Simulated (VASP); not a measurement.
Set up this calculation in VASP 6.6.1, as the native input.

```
Task                   : single point
Functional             : PBE
Dispersion             : D3(BJ)
Potentials or basis    : VASP PAW PBE potentials, release 64 (Mo_sv, S)
Cutoff                 : 520 eV
k mesh                 : 12 × 12 × 1
Occupations            : gaussian, width 0.05 eV
Spin                   : no spin polarisation
Dipole correction      : no
Further INCAR settings : ALGO = Normal; EDIFF = 1e-07; NBANDS = 64
```

The structure of MoS2 lies in POSCAR:

```
MoS2
1.0
    3.1491561735     -0.0004442482     -0.0006283697
   -1.5749590336      2.7278318982     -0.0002335730
   -0.0049501899     -0.0049346193     24.1811988733
Mo S
4 8
Direct
    0.3307013345      0.6642213721      0.1249887669
    0.3327089169      0.6678141121      0.6250359435
    0.6681611243      0.3326682778      0.3749543912
    0.6684263151      0.3352947605      0.8750214558
    0.3345241104      0.6657453093      0.3101993553
    0.3348269612      0.6684405859      0.8102676096
    0.6636707613      0.3306477430      0.0602351997
    0.6656903810      0.3342214098      0.5602804931
    0.3351972050      0.6662728665      0.4397094082
    0.3354410691      0.6688556447      0.9397739997
    0.6643183629      0.3310857811      0.1897429211
    0.6663334583      0.3347321373      0.6897904558
```

One way to write it, as run:

INCAR

```
SYSTEM = MoS2
PREC     = Accurate       ! precision mode
ENCUT    = 520            ! plane-wave cutoff, eV
EDIFF    = 1E-7           ! SCF threshold, eV
ISMEAR   = 0              ! smearing method
SIGMA    = 0.05           ! smearing width, eV
LREAL    = .False.        ! projectors in reciprocal space
LASPH    = .True.         ! aspherical terms in the spheres
NELM     = 60             ! most SCF steps
ALGO     = Normal         ! electronic algorithm
ISIF     = 2              ! what is computed and relaxed
LWAVE    = .False.        ! write WAVECAR
LCHARG   = .False.        ! write CHGCAR
GGA      = PE             ! functional
IVDW     = 12             ! dispersion correction
NBANDS   = 64             ! bands
```

KPOINTS

```
regular mesh
0
Gamma
  12 12 1
  0 0 0
```

Potentials or basis: VASP PAW PBE potentials, release 64 (Mo_sv, S).

The run is started by

```sh
$ cat potpaw_PBE.64/Mo_sv/POTCAR potpaw_PBE.64/S/POTCAR > POTCAR
$ mpirun -np 1 vasp_std > vasp.out
```

Results of the run:

| Quantity | Value |
| --- | --- |
| Pressure | -0.1 GPa |
| Largest force | 0.015 eV/Å |
| Band gap on the k mesh | 0.80 eV |
| Dispersion energy per atom | -0.437 eV |

Run time: 41 min on 1 thread of Oxide Virtual Turin-like Processor, with other jobs on the host, peak memory 0.75 GiB.
